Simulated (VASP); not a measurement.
# BaTiO3 (Pm-3m) in VASP: single point with PBE+U

Aim: the single point of BaTiO3 with PBE+U.

Everything below comes from runs of VASP 6.6.1. Logs are shortened: lines on timing, memory, paths and dates and some standing lists are left out, and cuts for length are marked.

## Step 1: The cell of the first run

Symmetry: Pm-3m, No. 221, cubic system. Conventional cell: a = 3.872 Å, b = 3.872 Å, c = 3.872 Å, α = 90.00°, β = 90.00°, γ = 90.00°. Ba (site symmetry m-3m) has 12 O at 2.74 Å and 8 Ti at 3.35 Å within 3.6 Å. Ti (site symmetry m-3m) has 6 O at 1.94 Å within 2.6 Å. O (site symmetry 4/mmm) has 2 Ti at 1.94 Å within 2.6 Å.

## Step 2: Single point, PBE+U

The input, INCAR:

```
SYSTEM = BaTiO3
PREC = Accurate ; ENCUT = 910
EDIFF = 1E-6 ; ISMEAR = 0
SIGMA = 0.02 ; LREAL = .False.
LASPH = .True. ; NELM = 200
ALGO = Normal ; ISIF = 2
LWAVE = .False. ; LCHARG = .False.
LMAXMIX = 4 ; LDAU = .True.
LDAUTYPE = 2 ; LDAUL = -1 2 -1
LDAUU = 0 4 0 ; LDAUJ = 0 0 0
LDAUPRINT = 1 ; GGA = PE
NBANDS = 28 ; GGA_COMPAT = .False.
```

The input, KPOINTS:

```
Automatic mesh
0
Gamma
  8 8 8
  0 0 0
```

The input, POSCAR:

```
BaTiO3
1.0
    3.8722196918      0.0000000000      0.0000000000
    0.0000000000      3.8722196918      0.0000000000
    0.0000000000      0.0000000000      3.8722431228
Ba Ti O
1 1 3
Direct
    0.5000000000      0.5000000000      0.5719993980
    0.0000000000      0.0000000000      0.0719993980
    0.0000000000      0.5000000000      0.0719993980
    0.5000000000      0.0000000000      0.0719993980
    0.0000000000      0.0000000000      0.5719993980
```

Potentials or basis: VASP PAW PBE potentials, release 64 (Ba_sv, Ti_sv, O_h).

Started as:

```bash
cat potpaw_PBE.64/Ba_sv/POTCAR potpaw_PBE.64/Ti_sv/POTCAR potpaw_PBE.64/O_h/POTCAR > POTCAR
mpirun -np 1 vasp_std > vasp.out
```

OUTCAR:

```text
SYSTEM = BaTiO3
   PREC = Accurate
   ENCUT = 910
   EDIFF = 1E-6
   ISMEAR = 0
   LREAL = .False.
   LASPH = .True.
   NELM = 200
   ISIF = 2
   GGA = PE

 ion  position               nearest neighbor table
   1  0.500  0.500  0.572-   5 2.74   5 2.74   5 2.74   5 2.74   4 2.74   4 2.74   4 2.74   4 2.74
                             3 2.74   3 2.74   3 2.74   3 2.74   2 3.35   2 3.35   2 3.35   2 3.35
   2  0.000  0.000  0.072-   3 1.94   4 1.94   3 1.94   4 1.94   5 1.94   5 1.94   1 3.35   1 3.35
                             1 3.35   1 3.35   1 3.35   1 3.35   1 3.35   1 3.35
   3  0.000  0.500  0.072-   2 1.94   2 1.94   1 2.74   1 2.74   1 2.74   1 2.74
   4  0.500  0.000  0.072-   2 1.94   2 1.94   1 2.74   1 2.74   1 2.74   1 2.74
   5  0.000  0.000  0.572-   2 1.94   2 1.94   1 2.74   1 2.74   1 2.74   1 2.74

  LATTYP: Found a simple cubic cell.
 ALAT       =     3.8722196918

  Lattice vectors:

 A1 = (   3.8722196918,   0.0000000000,   0.0000000000)
 A2 = (   0.0000000000,   3.8722196918,   0.0000000000)
 A3 = (   0.0000000000,   0.0000000000,   3.8722431228)

Analysis of symmetry for initial positions (statically):
=====================================================================
 Subroutine PRICEL returns:
 Original cell was already a primitive cell.

 Routine SETGRP: Setting up the symmetry group for a
 simple cubic supercell.

 Subroutine GETGRP returns: Found 48 space group operations
 (whereof  8 operations were pure point group operations)
 out of a pool of 48 trial point group operations.

The static configuration has the point symmetry C_4v.
 The point group associated with its full space group is O_h .

Analysis of symmetry for dynamics (positions and initial velocities):
=====================================================================
 Subroutine PRICEL returns:
 Original cell was already a primitive cell.

 Routine SETGRP: Setting up the symmetry group for a
 simple cubic supercell.

 Subroutine GETGRP returns: Found 48 space group operations
 (whereof  8 operations were pure point group operations)
 out of a pool of 48 trial point group operations.

[... 164 lines left out ...]
  0.1092 -0.0000  0.0000  0.0000 -0.0000
 -0.0000  0.1092 -0.0000 -0.0000  0.0000
  0.0000 -0.0000  0.2605 -0.0000  0.0000
  0.0000 -0.0000 -0.0000  0.1092 -0.0000
 -0.0000  0.0000  0.0000 -0.0000  0.2605

 occupancies and eigenvectors

  o =  0.1092  v =  1.0000  0.0000  0.0000  0.0000  0.0000  0.0000  0.0000  0.0000  0.0000  0.0000      0.0000  0.0000  0.0000  0.0000  0.0000  0.0000  0.0000  0.0000  0.0000  0.0000
  o =  0.1092  v =  0.0000  0.0000  0.0000  0.0000  0.0000  1.0000  0.0000  0.0000  0.0000  0.0000      0.0000  0.0000  0.0000  0.0000  0.0000  0.0000  0.0000  0.0000  0.0000  0.0000
  o =  0.1092  v =  0.0000 -0.9146  0.0000  0.4044  0.0000  0.0000  0.0000  0.0000  0.0000  0.0000      0.0000  0.0000  0.0000  0.0000  0.0000  0.0000  0.0000  0.0000  0.0000  0.0000
  o =  0.1092  v =  0.0000  0.0000  0.0000  0.0000  0.0000  0.0000 -0.9146  0.0000  0.4044  0.0000      0.0000  0.0000  0.0000  0.0000  0.0000  0.0000  0.0000  0.0000  0.0000  0.0000
  o =  0.1092  v =  0.0000 -0.4044  0.0000 -0.9146  0.0000  0.0000  0.0000  0.0000  0.0000  0.0000      0.0000  0.0000  0.0000  0.0000  0.0000  0.0000  0.0000  0.0000  0.0000  0.0000
  o =  0.1092  v =  0.0000  0.0000  0.0000  0.0000  0.0000  0.0000 -0.4044  0.0000 -0.9146  0.0000      0.0000  0.0000  0.0000  0.0000  0.0000  0.0000  0.0000  0.0000  0.0000  0.0000
  o =  0.2605  v =  0.0000  0.0000  0.0000  0.0000  0.0000  0.0000  0.0000 -0.0000  0.0000 -1.0000      0.0000  0.0000  0.0000  0.0000  0.0000  0.0000  0.0000  0.0000  0.0000  0.0000
  o =  0.2605  v =  0.0000  0.0000 -0.0000  0.0000 -1.0000  0.0000  0.0000  0.0000  0.0000  0.0000      0.0000  0.0000  0.0000  0.0000  0.0000  0.0000  0.0000  0.0000  0.0000  0.0000
  o =  0.2605  v =  0.0000  0.0000  0.0000  0.0000  0.0000  0.0000 -0.0000 -1.0000 -0.0000  0.0000      0.0000  0.0000  0.0000  0.0000  0.0000  0.0000  0.0000  0.0000  0.0000  0.0000
  o =  0.2605  v =  0.0000 -0.0000 -1.0000 -0.0000  0.0000  0.0000  0.0000  0.0000  0.0000  0.0000      0.0000  0.0000  0.0000  0.0000  0.0000  0.0000  0.0000  0.0000  0.0000  0.0000

 number of electron      40.0000005 magnetization

 Free energy of the ion-electron system (eV)
  ---------------------------------------------------
  ext. energy  EPLUGINS =         0.00000000
  ---------------------------------------------------
  free energy    TOTEN  =       -36.64301848 eV

  energy without entropy =      -36.64301848  energy(sigma->0) =      -36.64301848

 E-fermi :   5.3547     XC(G=0): -11.8011

 val. band max:        5.1667443325   @ k =   0.5000   0.5000   0.5000
 cond. band min:       7.6144563158   @ k =   0.0000   0.0000   0.0000
 fundamental gap:      2.4477119833
 Fermi energy:         5.3547317558

 k-point     1 :       0.0000    0.0000    0.0000
  band No.  band energies     occupation
      1     -52.0565      2.00000
      2     -28.2805      2.00000
      3     -28.2805      2.00000
      4     -28.2803      2.00000
      5     -19.4627      2.00000
      6     -11.9900      2.00000
[... 733 lines left out ...]
     27      13.9215      0.00000
     28      14.8579      0.00000

 [... further k-points ...]

------------------------ aborting loop because EDIFF is reached ----------------------------------------

  FORCE on cell =-STRESS in cart. coord.  units (eV):
  Direction    XX          YY          ZZ          XY          YZ          ZX
  --------------------------------------------------------------------------------------
  -------------------------------------------------------------------------------------
  Total       10.8660036     10.8660036     10.8661351     -0.0000000     -0.0000000     -0.0000000
  in kB      299.8457045    299.8457045    299.8493333     -0.0000000     -0.0000000     -0.0000000
  external PRESSURE =     299.8469141 kB  Pullay stress =       0.0000000 kB

 VOLUME and BASIS-vectors are now :
 -----------------------------------------------------------------------------
  energy-cutoff  :      910.00
  volume of cell :       58.06
      direct lattice vectors                 reciprocal lattice vectors
     3.872219692  0.000000000  0.000000000     0.258249810  0.000000000  0.000000000
     0.000000000  3.872219692  0.000000000     0.000000000  0.258249810  0.000000000
     0.000000000  0.000000000  3.872243123     0.000000000  0.000000000  0.258248247

 POSITION                                       TOTAL-FORCE (eV/Angst)
 -----------------------------------------------------------------------------------
      1.93611      1.93611      2.21492         0.000000     -0.000000      0.000000
      0.00000      0.00000      0.27880         0.000000      0.000000     -0.000000
      0.00000      1.93611      0.27880         0.000000      0.000000     -0.000000
      1.93611      0.00000      0.27880         0.000000     -0.000000      0.000000
      0.00000      0.00000      2.21492         0.000000      0.000000      0.000000
 -----------------------------------------------------------------------------------
    total drift:                                0.000000      0.000000      0.000318

  FREE ENERGIE OF THE ION-ELECTRON SYSTEM (eV)
  ---------------------------------------------------
  free  energy   TOTEN  =       -36.6430184836 eV

  energy  without entropy=      -36.6430184836  energy(sigma->0) =      -36.64301848
```

OSZICAR:

```text
N       E                     dE             d eps       ncg     rms          rms(c)
DAV:   1     0.592866088489E+03    0.59287E+03   -0.27209E+04  1960   0.232E+03
DAV:   2     0.556975279036E+02   -0.53717E+03   -0.51025E+03  2092   0.550E+02
DAV:   3    -0.428191257151E+02   -0.98517E+02   -0.94721E+02  2864   0.194E+02
DAV:   4    -0.479899114439E+02   -0.51708E+01   -0.51501E+01  2628   0.451E+01
DAV:   5    -0.481651666421E+02   -0.17526E+00   -0.17511E+00  2940   0.757E+00    0.262E+01
DAV:   6    -0.363011821384E+02    0.11864E+02   -0.51594E+01  2884   0.714E+01    0.974E+00
DAV:   7    -0.366401067599E+02   -0.33892E+00   -0.62510E+00  2588   0.148E+01    0.658E+00
DAV:   8    -0.366758456945E+02   -0.35739E-01   -0.13547E+00  2524   0.979E+00    0.188E+00
DAV:   9    -0.366483722174E+02    0.27473E-01   -0.14715E-01  2536   0.359E+00    0.991E-01
DAV:  10    -0.366484961717E+02   -0.12395E-03   -0.14798E-01  2620   0.266E+00    0.645E-01
DAV:  11    -0.366429816155E+02    0.55146E-02   -0.28889E-02  2896   0.118E+00    0.161E-01
DAV:  12    -0.366431430746E+02   -0.16146E-03   -0.29926E-03  2348   0.559E-01    0.115E-01
DAV:  13    -0.366430179083E+02    0.12517E-03   -0.48050E-04  2520   0.220E-01    0.215E-02
DAV:  14    -0.366430212966E+02   -0.33883E-05   -0.14903E-04  2608   0.107E-01    0.261E-02
DAV:  15    -0.366430188304E+02    0.24661E-05   -0.21297E-05  2364   0.406E-02    0.501E-03
DAV:  16    -0.366430184836E+02    0.34684E-06   -0.12295E-06  1564   0.971E-03
   1 F= -.36643018E+02 E0= -.36643018E+02  d E =-.280293E-42
```

Run time: 1.9 min. Hardware: 1 thread of Intel Xeon Platinum 8259CL at 2.50GHz (Skylake/Cascade Lake), shared host; peak memory 0.33 GiB.

What came out:

```
Free energy            : -36.6430 eV
Pressure               : 30.0 GPa
Band gap on the k mesh : 2.45 eV (least direct gap 2.52 eV)
```

Eigenvalues of the final occupation matrices:
```
    site  spin  trace               eigenvalues
site 2 d     1   0.85  0.11 0.11 0.11 0.26 0.26
site 2 d     2   0.85  0.11 0.11 0.11 0.26 0.26
```

Caveat: the cell stands under pressure; spin-orbit coupling is left out, which moves the levels of the heavy elements. A k mesh can miss the band edges.
